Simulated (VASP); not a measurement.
Here is a VASP 6.6.1 calculation.

File INCAR:

```
PREC = Accurate
ENCUT = 520
EDIFF = 1E-6
ISMEAR = 0
SIGMA = 0.15
LREAL = False
LASPH = True
NELM = 60
ALGO = Fast
ISIF = 2
LWAVE = False
LCHARG = True
GGA = PS
LELF = True
LVHAR = True
NBANDS = 35
```

The input KPOINTS:

```
Automatic mesh
0
Gamma
  12 12 12
```

File POSCAR:

```
Ta2Si
1.0
   -3.1911117883      3.1911117883      2.5198993614
    3.1911117883     -3.1911117883      2.5198993614
    3.1911117883      3.1911117883     -2.5198993614
Ta Si
4 2
Direct
    0.6630661939      0.8369338061      0.5000000000
    0.8369338061      0.3369338061      0.1738676123
    0.3369338061      0.1630661939      0.5000000000
    0.1630661939      0.6630661939      0.8261323878
    0.2500000000      0.2500000000      0.0000000000
    0.7500000000      0.7500000000      0.0000000000
```

Potentials or basis: VASP PAW PBE potentials, release 64 (Ta_pv, Si).

Command:

```console
$ cat potpaw_PBE.64/Ta_pv/POTCAR potpaw_PBE.64/Si/POTCAR > POTCAR
$ mpirun -np 1 vasp_std > vasp.out
```

What does it give for the pressure?

-15.1 GPa.

What does it give for the band gap on the k mesh?

Zero (bands 26 and 27 overlap by 0.96 eV).

What does it give for the largest force?

0.115 eV/Å.

Stress tensor (GPa, compression positive):
```
-17.59   0.00   0.00
  0.00 -17.59   0.00
  0.00   0.00 -10.09
```

Caveat: the cell differs from its parent crystal (strain +0.040 along x and y, +0.000 along z); the cell stands under tension; the PAW data sets were made with another functional, which shifts forces and pressure a little; spin-orbit coupling is left out, which moves the levels of the heavy elements.
